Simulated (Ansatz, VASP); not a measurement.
# Two plane-wave programs on As

```
As
1.0
     2.97850    0.00000    0.00000
    -1.48925    2.57945    0.00000
     0.00000    0.00000   11.28474
As
4
Direct
  0.00000 0.00000 0.00000
  0.00000 0.00000 0.50000
  0.33333 0.66667 0.25000
  0.66667 0.33333 0.75000
```

Alike in both runs: task single point; functional BLYP; k mesh 14 × 14 × 4; occupations fermi-dirac, width 0.1 eV; no spin polarisation.

|  | VASP | Ansatz |
| --- | --- | --- |
| version | VASP 6.6.1 | Ansatz 0.2.0 |
| potentials or method | VASP PAW PBE potentials, release 64 (As), cutoff 520 eV | plane waves (420 eV) with PAW, scalar-relativistic |
| valence electrons in the cell | 20 | 60 |

Ansatz gave:

* pressure (GPa): 0.0
* traceless stress, the component that is largest in VASP (GPa): -0.42

Question: Which values does VASP return?

Answer: Pressure (GPa): 0.2; traceless stress, the component that is largest in VASP (GPa): -0.47.

VASP's potentials were made for PBE, not for BLYP. VASP's potentials hold 20 valence electrons a cell and Ansatz's 60, so a difference there can come from the potentials and not from the codes.
